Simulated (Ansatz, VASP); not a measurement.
Two plane-wave programs on InP

```
In P
1.0
     0.00000    2.57080    2.57080
     2.57080    0.00000    2.57080
     2.57080    2.57080    0.00000
In P
1 1
Direct
  0.00000 0.00000 0.00000
  0.50000 0.50000 0.50000
```

Alike in both runs: task relaxation of cell and atoms; functional PBE; k mesh 14 × 14 × 14; occupations fermi-dirac, width 0.08 eV; no spin polarisation.

```csv
,VASP,Ansatz
version,VASP 6.6.1,Ansatz 0.2.0
potentials or method,"VASP PAW PBE potentials, release 64 (In_d, P)","PAW with Ansatz's default frozen-core files, scalar-relativistic"
plane-wave cutoff (eV),600,420
valence electrons in the cell,18,18
```

Ansatz gave:

| Property | Result |
| --- | --- |
| relaxed volume (Å³/atom) | 21.27 |
| relaxed cell length with the largest relative difference (Å) | 3.918 |

Question: What did VASP give for the same quantities?

Answer: Relaxed volume (Å³/atom): 21.25; relaxed cell length with the largest relative difference (Å): 3.917.

Noted on VASP's run: the volume moved by over 15 % at a fixed basis, so the end points are rough.
